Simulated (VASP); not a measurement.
# BN (Fm-3m) in VASP: notebook

The runs below take BN through relaxation of cell and atoms, with PBE, PBEsol, LDA.

All numbers are computed with VASP 6.6.1; they aren't measurements. Logs are shortened: lines on timing, memory, paths and dates and some standing lists are left out, and cuts for length are marked.

## 1. The cell of the first run

The structure is cubic, space group Fm-3m (No. 225). The conventional cell has a = 3.124 Å, b = 3.124 Å, c = 3.124 Å, α = 90.00°, β = 90.00°, γ = 90.00°. Within 2.1 Å of B (site symmetry m-3m) lie 6 N at 1.56 Å. N (site symmetry m-3m) has 6 B at 1.56 Å within 2.1 Å.

## 2. Relaxation of cell and atoms, PBE

Contents of INCAR:

```
ALGO = Normal ; EDIFF = 1E-6
EDIFFG = -0.005 ; ENCUT = 600
GGA = PE ; IBRION = 2
ISIF = 3 ; ISMEAR = -1
LASPH = True ; LCHARG = False
LREAL = False ; LWAVE = False
NELM = 60 ; NSW = 80
PREC = Accurate ; SIGMA = 0.02
```

Contents of KPOINTS:

```
k-points
0
Gamma
  12 12 12
```

Contents of POSCAR:

```
BN
1.0
    0.0000000000      1.5622000000      1.5622000000
    1.5622000000      0.0000000000      1.5622000000
    1.5622000000      1.5622000000      0.0000000000
B N
1 1
Direct
    0.0000000000      0.0000000000      0.0000000000
    0.5000000000      0.5000000000      0.5000000000
```

Potentials or basis: VASP PAW PBE potentials, release 64 (B, N).

Run with:

```sh
$ cat potpaw_PBE.64/B/POTCAR potpaw_PBE.64/N/POTCAR > POTCAR
$ mpirun -np 1 vasp_std > vasp.out
```

OUTCAR:

```text
EDIFF = 1E-6
   EDIFFG = -0.005
   ENCUT = 600
   GGA = PE
   IBRION = 2
   ISIF = 3
   ISMEAR = -1
   LASPH = True
   LREAL = False
   NELM = 60
   NSW = 80
   PREC = Accurate

 ion  position               nearest neighbor table
   1  0.000  0.000  0.000-   2 1.56   2 1.56   2 1.56   2 1.56   2 1.56   2 1.56
   2  0.500  0.500  0.500-   1 1.56   1 1.56   1 1.56   1 1.56   1 1.56   1 1.56

  LATTYP: Found a face centered cubic cell.
 ALAT       =     3.1244000000

  Lattice vectors:

 A1 = (   0.0000000000,   1.5622000000,   1.5622000000)
 A2 = (   1.5622000000,   0.0000000000,   1.5622000000)
 A3 = (   1.5622000000,   1.5622000000,   0.0000000000)

Analysis of symmetry for initial positions (statically):
=====================================================================
 Subroutine PRICEL returns:
 Original cell was already a primitive cell.

 Routine SETGRP: Setting up the symmetry group for a
 face centered cubic supercell.

 Subroutine GETGRP returns: Found 48 space group operations
 (whereof 48 operations were pure point group operations)
 out of a pool of 48 trial point group operations.

The static configuration has the point symmetry O_h .

Analysis of symmetry for dynamics (positions and initial velocities):
=====================================================================
 Subroutine PRICEL returns:
 Original cell was already a primitive cell.

 Routine SETGRP: Setting up the symmetry group for a
 face centered cubic supercell.

 Subroutine GETGRP returns: Found 48 space group operations
 (whereof 48 operations were pure point group operations)
 out of a pool of 48 trial point group operations.

The dynamic configuration has the point symmetry O_h .

 Subroutine INISYM returns: Found 48 space group operations
 (whereof 48 operations are pure point group operations),
 and found     1 'primitive' translations

----------------------------------------------------------------------------------------

                                     Primitive cell

  volume of cell :       7.6250

  direct lattice vectors                    reciprocal lattice vectors
     0.000000000  1.562200000  1.562200000    -0.320061452  0.320061452  0.320061452
     1.562200000  0.000000000  1.562200000     0.320061452 -0.320061452  0.320061452
     1.562200000  1.562200000  0.000000000     0.320061452  0.320061452 -0.320061452

  length of vectors
     2.209284427  2.209284427  2.209284427     0.554362696  0.554362696  0.554362696

  position of ions in fractional coordinates (direct lattice)
     0.000000000  0.000000000  0.000000000
     0.500000000  0.500000000  0.500000000

  ion indices of the primitive-cell ions
   primitive index   ion index
                 1           1
                 2           2

----------------------------------------------------------------------------------------

 KPOINTS: k-points

Automatic generation of k-mesh.
 Grid dimensions read from file:
 generate k-points for:   12   12   12

 Generating k-lattice:

  Cartesian coordinates                     Fractional coordinates (reciprocal lattice)
    -0.026671788  0.026671788  0.026671788     0.083333333  0.000000000  0.000000000
     0.026671788 -0.026671788  0.026671788     0.000000000  0.083333333  0.000000000
     0.026671788  0.026671788 -0.026671788     0.000000000  0.000000000  0.083333333

  Length of vectors
     0.046196891  0.046196891  0.046196891

  Shift w.r.t. Gamma in fractional coordinates (k-lattice)
     0.000000000  0.000000000  0.000000000

 Subroutine IBZKPT returns following result:
 ===========================================

 Found     72 irreducible k-points:

 Following reciprocal coordinates:
            Coordinates               Weight
  0.000000  0.000000  0.000000      1.000000
  0.083333  0.000000  0.000000      8.000000
  0.166667  0.000000  0.000000      8.000000
  0.250000  0.000000  0.000000      8.000000
  0.333333  0.000000  0.000000      8.000000
  0.416667  0.000000  0.000000      8.000000
[... 16 lines left out ...]
  0.500000  0.166667  0.000000     24.000000
 -0.416667  0.166667  0.000000     24.000000
 [... further k-points ...]
   k-points           NKPTS =     72   k-points in BZ     NKDIM =     72   number of bands    NBANDS=      8
   number of dos      NEDOS =    301   number of ions     NIONS =      2
   total plane-waves  NPLWV =   5832
   dimension x,y,z NGX =    18 NGY =   18 NGZ =   18
   dimension x,y,z NGXF=    36 NGYF=   36 NGZF=   36
   ions per type =               1   1
   NGX,Y,Z   is equivalent  to a cutoff of  13.54, 13.54, 13.54 a.u.
   NGXF,Y,Z  is equivalent  to a cutoff of  27.09, 27.09, 27.09 a.u.
 SYSTEM =  unknown system
   PREC   = accura    normal or accurate (medium, high low for compatibility)
   ISTART =      0    job   : 0-new  1-cont  2-samecut
   ICHARG =      2    charge: 1-file 2-atom 10-const
   ISPIN  =      1    spin polarized calculation?
   LNONCOLLINEAR =      F non collinear calculations
   LSORBIT =      F    spin-orbit coupling
   LASPH  =      T    aspherical Exc in radial PAW
   ENCUT  =  600.0 eV  44.10 Ry    6.64 a.u.   4.41  4.41  4.41*2*pi/ulx,y,z
   NELM   =     60;   NELMIN=  2; NELMDL= -5     # of ELM steps
   EDIFF  = 0.1E-05   stopping-criterion for ELM
   LREAL  =      F    real-space projection
   EDIFFG = -.5E-02   stopping-criterion for IOM
   NSW    =     80    number of steps for IOM
   IBRION =      2    ionic relax: 0-MD 1-quasi-New 2-CG
   NFREE  =      1    steps in history (QN), initial steepest desc. (CG)
   ISIF   =      3    stress and relaxation
   ISYM   =      2    0-nonsym 1-usesym 2-fastsym
   POTIM  = 0.5000    time-step for ionic-motion
   TEBEG  =    0.0;   TEEND  =   0.0 temperature during run
   PSTRESS=    0.0 pullay stress
   NELECT =       8.0000    total number of electrons
   NUPDOWN=      -1.0000    fix difference up-down
   EMIN   =  10.00;   EMAX   =-10.00  energy-range for DOS
   EFERMI =   0.00;   METHOD = LEGACY
   ISMEAR =    -1;   SIGMA  =   0.02  broadening in eV -4-tet -1-fermi 0-gaus
   EFERMI_NEDOS =   21; number of points for ismear=-14 and -15
   IALGO  =     38    algorithm
   IMIX   =      4    mixing-type and parameters
     AMIX     =   0.40;   BMIX     =  1.00
     AMIX_MAG =   1.60;   BMIX_MAG =  1.00
  volume/ion in A,a.u.               =       3.81        25.73
  Fermi-wavevector in a.u.,A,eV,Ry     =   1.663508  3.143574 37.650837  2.767258
  Thomas-Fermi vector in A             =   2.750213
   LORBIT       =      0    0 simple, 1 ext, 2 COOP (PROOUT), +10 PAW based schemes
   GGA     = PE    functional components
   LHFCALC =     F    Hartree Fock is set to
   AEXX    =    0.0000 exact exchange contribution
   IVDW    =     0    specifies the selected vdW correction
   LEPSILON=     F    determine dielectric tensor
   LRPA    =     F    only Hartree local field effects (RPA)
 conjugate gradient relaxation of ions
 non-spin polarized calculation
  energy-cutoff  :      600.00
  volume of cell :        7.63
 maximum number of plane-waves:       268
 NGX is ok and might be reduce to    18
   NGX =  9   NGY =  9   NGZ =  9

--------------------------------------- Ionic step        1  -------------------------------------------

 number of electron       8.0000002 magnetization

 Free energy of the ion-electron system (eV)
  ---------------------------------------------------
  ext. energy  EPLUGINS =         0.00000000
  ---------------------------------------------------
  free energy    TOTEN  =       -12.07735140 eV

  energy without entropy =      -12.07735140  energy(sigma->0) =      -12.07735140

------------------------ aborting loop because EDIFF is reached ----------------------------------------

  FORCE on cell =-STRESS in cart. coord.  units (eV):
  Direction    XX          YY          ZZ          XY          YZ          ZX
  --------------------------------------------------------------------------------------
  -------------------------------------------------------------------------------------
  Total       11.9489504     11.9489504     11.9489504     -0.0000000     -0.0000000     -0.0000000
  in kB     2510.7325077   2510.7325077   2510.7325077     -0.0000000     -0.0000000     -0.0000000
  external PRESSURE =    2510.7325077 kB  Pullay stress =       0.0000000 kB
[... 21 lines left out ...]
  energy  without entropy=      -12.0773514016  energy(sigma->0) =      -12.07735140

--------------------------------------- Ionic step        2  -------------------------------------------

 number of electron       7.9999999 magnetization

 E-fermi :   5.0167     XC(G=0): -11.7454

 val. band max:        5.0042231960   @ k =  -0.4167   0.5000   0.0833
 cond. band min:       5.0204288081   @ k =  -0.2500   0.1667   0.0000
 fundamental gap:      0.0162056121
 Fermi energy:         5.0167286193

 k-point     1 :       0.0000    0.0000    0.0000
  band No.  band energies     occupation
      1     -12.4090      2.00000
      2       4.4848      2.00000
      3       4.4848      2.00000
      4       4.4848      2.00000
      5       7.2642      0.00000
      6      13.5196      0.00000
      7      13.5196      0.00000
      8      13.5196      0.00000
[... 358 lines left out ...]
  energy  without entropy=      -13.9383465305  energy(sigma->0) =      -13.93834653

--------------------------------------- Ionic step        5  -------------------------------------------

 number of electron       7.9999998 magnetization

 Free energy of the ion-electron system (eV)
  ---------------------------------------------------
  ext. energy  EPLUGINS =         0.00000000
  ---------------------------------------------------
  free energy    TOTEN  =       -13.93904340 eV

  energy without entropy =      -13.93904340  energy(sigma->0) =      -13.93904340

 E-fermi :  10.7469     XC(G=0): -13.7168

 val. band max:       10.3323764722   @ k =  -0.1667   0.1667   0.0000
 cond. band min:      11.4631672801   @ k =   0.5000   0.5000   0.0000
 fundamental gap:      1.1307908079
 Fermi energy:        10.7468615930

 k-point     1 :       0.0000    0.0000    0.0000
  band No.  band energies     occupation
      1     -12.1091      2.00000
      2       9.4057      2.00000
      3       9.4057      2.00000
      4       9.4057      2.00000
      5      19.3206      0.00000
      6      22.2834      0.00000
      7      22.2834      0.00000
      8      22.2834      0.00000
[... 282 lines left out ...]
  FREE ENERGIE OF THE ION-ELECTRON SYSTEM (eV)
  ---------------------------------------------------
  free  energy   TOTEN  =       -13.9390433955 eV

  energy  without entropy=      -13.9390433955  energy(sigma->0) =      -13.93904340

 reached required accuracy - stopping structural energy minimisation
```

Wall time 12 s (1 thread of Intel Xeon Platinum 8375C at 2.90GHz (Ice Lake), shared host); peak memory 0.11 GiB.

What came out:

* Free energy: -13.9390 eV
* Relaxed volume: 5.37 Å³/atom
* Relaxed cell: a = 2.476 Å, b = 2.476 Å, c = 2.476 Å, α = 60.00°, β = 60.00°, γ = 60.00°
* Space group after relaxing (to 0.05 Å): Fm-3m (No. 225)
* Energy gained by relaxing: 930.8 meV/atom
* Ionic steps: 5
* Pressure after relaxing: 0.0 GPa
* Band gap on the k mesh: 1.13 eV, indirect (least direct gap 5.82 eV)

Step by step:
| step | energy change (eV) | largest force (eV/Å) | pressure (GPa) | volume (Å³) |
| --- | --- | --- | --- | --- |
| 1 | 0.0000 | 0.0000 | 251.07 | 7.63 |
| 2 | -0.0718 | 0.0000 | -74.12 | 16.30 |
| 3 | -1.8538 | 0.0000 | -9.23 | 11.01 |
| 4 | -1.8610 | 0.0000 | -2.80 | 10.81 |
| 5 | -1.8617 | 0.0000 | 0.01 | 10.74 |

Final structure:
```
CELL_PARAMETERS angstrom
0.00000 1.75093 1.75093
1.75093 0.00000 1.75093
1.75093 1.75093 0.00000
ATOMIC_POSITIONS crystal
B 0.00000 0.00000 0.00000
N 0.50000 0.50000 0.50000
```

Caveat: the volume moved by over 15 % at a fixed basis, so the end points are rough. A k mesh can miss the band edges.

## 3. Relaxation of cell and atoms, PBEsol

This run uses another cell than the first one, of 5.38 Å³/atom, 1.410 times its volume.

Contents of INCAR:

```
PREC = Accurate
ENCUT = 600
EDIFF = 1E-6
ISMEAR = -1
SIGMA = 0.02
LREAL = F
LASPH = T
NELM = 80
ALGO = Normal
ISIF = 3
LWAVE = F
LCHARG = F
GGA = PS
IBRION = 2
NSW = 80
EDIFFG = -0.005
```

Contents of KPOINTS:

```
Automatic mesh
0
Gamma
  12 12 12
```

Contents of POSCAR:

```
BN
1.0
    0.0000000000      1.7517434717      1.7517434717
    1.7517434717      0.0000000000      1.7517434717
    1.7517434717      1.7517434717      0.0000000000
B N
1 1
Direct
    0.0000000000      0.0000000000      0.0000000000
    0.5000000000      0.5000000000      0.5000000000
```

Potentials or basis: VASP PAW PBE potentials, release 64 (B, N).

Run with:

```sh
$ cat potpaw_PBE.64/B/POTCAR potpaw_PBE.64/N/POTCAR > POTCAR
$ mpirun -np 1 vasp_std > vasp.out
```

Wall time 8.3 s (1 thread of Intel Xeon Platinum 8375C at 2.90GHz (Ice Lake), shared host); peak memory 0.12 GiB.

Results (log left out):

| Property | Result |
| --- | --- |
| Free energy | -14.9879 eV |
| Relaxed volume | 5.28 Å³/atom |
| Relaxed cell | a = 2.463 Å, b = 2.463 Å, c = 2.463 Å, α = 60.00°, β = 60.00°, γ = 60.00° |
| Space group after relaxing (to 0.05 Å) | Fm-3m (No. 225) |
| Energy gained by relaxing | 2.0 meV/atom |
| Ionic steps | 3 |
| Pressure after relaxing | 0.0 GPa |
| Band gap on the k mesh | 1.28 eV, indirect (least direct gap 5.86 eV) |

Step by step:
```tsv
step	energy change (eV)	largest force (eV/Å)	pressure (GPa)	volume (Å³)
1	0.0000	0.0000	-6.87	10.75
2	-0.0007	0.0000	6.59	10.40
3	-0.0041	0.0000	-0.02	10.56
```

Final structure:
```yaml
crystal:
  lattice:
    - [0.00000, 1.74146, 1.74146]
    - [1.74146, 0.00000, 1.74146]
    - [1.74146, 1.74146, 0.00000]
  atoms:
    - { symbol: B, position: [0.00000, 0.00000, 0.00000] }
    - { symbol: N, position: [0.50000, 0.50000, 0.50000] }
```

Levels at points of the mesh, in eV from the valence-band top:
| k point | band 1 | band 2 | band 3 | band 4 | band 5 | band 6 | band 7 | band 8 |
| --- | --- | --- | --- | --- | --- | --- | --- | --- |
| (0.00, 0.00, 0.00) | -22.69 | -0.93 | -0.93 | -0.93 | 9.40 | 12.11 | 12.11 | 12.11 |
| (0.50, 0.00, 0.00) | -17.42 | -12.78 | -0.71 | -0.71 | 5.15 | 5.15 | 7.25 | 13.84 |
| (0.50, 0.50, 0.00) | -14.51 | -12.13 | -5.77 | -5.77 | 1.28 | 8.54 | 14.71 | 14.71 |

Caveat: the PAW data sets were made with another functional, which shifts forces and pressure a little. A k mesh can miss the band edges.

## 4. Relaxation of cell and atoms, LDA

This run uses another cell than the first one, of 5.38 Å³/atom, 1.410 times its volume.

Contents of INCAR:

```
SYSTEM = BN
ALGO = Normal ; EDIFF = 1E-7
EDIFFG = -0.005 ; ENCUT = 600
IBRION = 2 ; ISIF = 3
ISMEAR = -1 ; LASPH = .TRUE.
LCHARG = .FALSE. ; LREAL = .FALSE.
LWAVE = .FALSE. ; NELM = 60
NSW = 80 ; PREC = Accurate
SIGMA = 0.02
```

Contents of KPOINTS:

```
k-points
0
G
  12 12 12
  0 0 0
```

POSCAR is that of step 3.

Potentials or basis: VASP PAW LDA potentials, release 64 (B, N).

Run with:

```sh
$ cat potpaw_LDA.64/B/POTCAR potpaw_LDA.64/N/POTCAR > POTCAR
$ mpirun -np 1 vasp_std > vasp.out
```

Run time: 8.4 s. Hardware: 1 thread of Intel Xeon Platinum 8375C at 2.90GHz (Ice Lake), shared host; peak memory 0.12 GiB.

It converged, with:

```
Free energy                            : -15.9911 eV
Relaxed volume                         : 5.18 Å³/atom
Relaxed cell                           : a = 2.448 Å, b = 2.448 Å, c = 2.448 Å, α = 60.00°, β = 60.00°, γ = 60.00°
Space group after relaxing (to 0.05 Å) : Fm-3m (No. 225)
Energy gained by relaxing              : 8.7 meV/atom
Ionic steps                            : 3
Pressure after relaxing                : -0.1 GPa
Band gap on the k mesh                 : 1.55 eV, indirect (least direct gap 5.81 eV)
```

The path:
| step | energy change (eV) | largest force (eV/Å) | pressure (GPa) | volume (Å³) |
| --- | --- | --- | --- | --- |
| 1 | 0.0000 | 0.0000 | -14.15 | 10.75 |
| 2 | -0.0025 | 0.0000 | 14.66 | 10.03 |
| 3 | -0.0175 | 0.0000 | -0.08 | 10.37 |

Final structure:
```cif
data_structure
_symmetry_space_group_name_H-M 'P 1'
_symmetry_Int_Tables_number 1
_cell_length_a 2.4476
_cell_length_b 2.4476
_cell_length_c 2.4476
_cell_angle_alpha 60.000
_cell_angle_beta 60.000
_cell_angle_gamma 60.000
_cell_volume 10.37
loop_
_atom_site_label
_atom_site_type_symbol
_atom_site_fract_x
_atom_site_fract_y
_atom_site_fract_z
_atom_site_occupancy
B1 B 0.00000 0.00000 0.00000 1
N1 N 0.50000 0.50000 0.50000 1
```

Levels at points of the mesh, in eV from the valence-band top:
```
           k point  band 1  band 2  band 3  band 4  band 5  band 6  band 7  band 8
(0.00, 0.00, 0.00)  -22.76   -0.97   -0.97   -0.97    9.99   12.11   12.11   12.11
(0.50, 0.00, 0.00)  -17.41  -12.86   -0.71   -0.71    5.09    5.09    7.51   14.13
(0.50, 0.50, 0.00)  -14.37  -12.30   -5.86   -5.86    1.55    8.64   14.75   14.75
```

## 5. The runs side by side

| level | potentials or basis | cell | gap on the mesh (eV) | pressure (GPa) | relaxed volume (Å³/atom) |
| --- | --- | --- | --- | --- | --- |
| PBE | VASP PAW PBE potentials, release 64 (B, N) | relaxed from a = 2.209 Å, angles 60.0°, 2 atoms | 1.13 | 0.0 | 5.37 |
| PBEsol | VASP PAW PBE potentials, release 64 (B, N) | relaxed from a = 2.477 Å, angles 60.0°, 2 atoms | 1.28 | 0.0 | 5.28 |
| LDA | VASP PAW LDA potentials, release 64 (B, N) | relaxed from a = 2.477 Å, angles 60.0°, 2 atoms | 1.55 | -0.1 | 5.18 |

Alike in all rows: task relaxation of cell and atoms; no spin polarisation; k mesh 12 × 12 × 12; cutoff (eV) 600; smearing fermi-dirac 0.02 eV.

Caveats: the volume moved by over 15 % at a fixed basis, so the end points are rough (some runs); the PAW data sets were made with another functional, which shifts forces and pressure a little (some runs).

Absolute energies hang on the potentials; compare differences alone.
